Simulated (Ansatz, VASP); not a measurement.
# One calculation of Eu, two programs

The input INCAR:

```
ALGO = Normal
EDIFF = 1E-6
ENCUT = 520
GGA = PE
ISIF = 2
ISMEAR = -1
ISPIN = 2
LASPH = T
LCHARG = T
LELF = T
LMAXMIX = 6
LORBIT = 11
LREAL = F
LVHAR = T
LWAVE = F
MAGMOM = 7
NBANDS = 18
NELM = 150
PREC = Accurate
SIGMA = 0.05
```

Contents of KPOINTS:

```
k-points
0
Gamma
  14 14 14
```

The input POSCAR:

```
Eu
1.0
   -1.9292912644      1.9292912644      1.9292912644
    1.9292912644     -1.9292912644      1.9292912644
    1.9292912644      1.9292912644     -1.9292912644
Eu
1
Direct
    0.0000000000      0.0000000000      0.0000000000
```

Input for Ansatz:

```yaml
crystal:
  lattice:
    - [-1.9292912644, 1.9292912644, 1.9292912644]
    - [1.9292912644, -1.9292912644, 1.9292912644]
    - [1.9292912644, 1.9292912644, -1.9292912644]
  atoms:
    - { symbol: Eu, position: [0.0, 0.0, 0.0], spin: 7.0 }
magnetization:
  spin_polarized: true
kpoints:
  mp_grid: { grid: [14, 14, 14] }
scf:
  occupations: { method: fermi_dirac, width: 0.05 }
hamiltonian:
  xc: pbe
  pseudopotentials: { kind: paw }
output:
  forces: true
  stress: true
  eigenvalues: true
  populations: true
  write_density: true
  write_potential: true
  elf: true
  volumetric_format: npy
```

Change from the starting cell: volume scaled by 0.68, PAW files.

Alike in both runs: task single point; functional PBE; k mesh 14 × 14 × 14; occupations fermi-dirac, width 0.05 eV; collinear spin.

|  | VASP | Ansatz |
| --- | --- | --- |
| version | VASP 6.6.1 | Ansatz 0.2.0 |
| potentials or method | VASP PAW PBE potentials, release 64 (Eu) | PAW with Ansatz's default frozen-core files, scalar-relativistic |
| plane-wave cutoff (eV) | 520 | 420 |
| valence electrons in the cell | 17 | 17 |

|  | VASP | Ansatz | Ansatz less VASP |
| --- | --- | --- | --- |
| pressure (GPa) | 10.0 | 10.2 | +0.19 |
| net moment per atom (μB) | 7.19 | 7.19 | +0.008 |
| size of the moment on the site where the two differ most (μB) | 6.64 | 6.89 | +0.257 |

Site moments also hang on the region over which each program counts them. The functional is the same, so the differences come from potentials, cutoffs and numerics.

Neither program's run includes spin-orbit coupling.
